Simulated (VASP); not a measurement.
Input of a VASP 6.6.1 run:

The input INCAR:

```
PREC = Accurate ; ENCUT = 520
EDIFF = 1E-6 ; ISMEAR = -1
SIGMA = 0.1 ; LREAL = F
LASPH = T ; NELM = 60
ALGO = Normal ; ISIF = 2
LWAVE = F ; LCHARG = F
GGA = B5 ; ALDAX = 1.0
AGGAX = 1.0 ; AGGAC = 1.0
ALDAC = 0.0 ; NBANDS = 12
```

Contents of KPOINTS:

```
Automatic mesh
0
Gamma
  16 16 16
```

The input POSCAR:

```
In
1.0
    3.0796145329      0.0000000000      0.0000000000
    0.0000000000      3.0796145329      0.0000000000
    0.0000000000      0.0000000000      3.0796145329
In
1
Direct
    0.0000000000      0.0000000000      0.0000000000
```

Potentials or basis: VASP PAW PBE potentials, release 64 (In_d).

Launch:

```bash
$ cat potpaw_PBE.64/In_d/POTCAR > POTCAR
$ mpirun -np 1 vasp_std > vasp.out
```

Q: Predict the pressure.

A: 3.6 GPa.

Q: What does it give for the band gap on the k mesh?

A: Zero (an odd number of electrons rules out a gap without spin polarisation).

Caveat: the cell stands under pressure; the PAW data sets were made with another functional, which shifts forces and pressure a little; spin-orbit coupling is left out, which moves the levels of the heavy elements.
